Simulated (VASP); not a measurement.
WS2, 6 atoms in the cell. Symmetry: P6_3/mmc, No. 194, hexagonal system. The conventional cell has a = 3.149 Å, b = 3.149 Å, c = 13.048 Å, α = 90.00°, β = 90.00°, γ = 120.00°. W (site symmetry -6m2) has 6 S at 2.40 Å and 6 W at 3.15 Å within 3.2 Å. Within 3.2 Å of S (site symmetry 3m) lie 3 W at 2.40 Å and 7 S at 3.13 to 3.15 Å.  This cell differs from its parent crystal: volume scaled by 1.03, then relaxed in part.

* Program: VASP 6.6.1
* Task: single point
* Functional: PBEsol
* Potentials or basis: VASP PAW PBE potentials, release 64 (W_sv, S)
* Cutoff: 520 eV
* k mesh: 12 × 12 × 4
* Occupations: gaussian, width 0.02 eV
* Spin: no spin polarisation
* Dipole correction: no
* Further INCAR settings: ALGO = Normal; EDIFF = 1e-06; NBANDS = 35

Potentials or basis: VASP PAW PBE potentials, release 64 (W_sv, S).

Launch:

```bash
$ cat potpaw_PBE.64/W_sv/POTCAR potpaw_PBE.64/S/POTCAR > POTCAR
$ mpirun -np 1 vasp_std > vasp.out
```

Hardware: 1 thread of Intel(R) Xeon(R) 6975P-C (Granite Rapids), with other jobs on the host.

**Question.** Estimate the wall time of this run.

**Answer.** Wall time 81 s on 1 thread of Intel(R) Xeon(R) 6975P-C (Granite Rapids) (shared host), peak memory 0.33 GiB. Counts: scf iterations 15, k points 57.
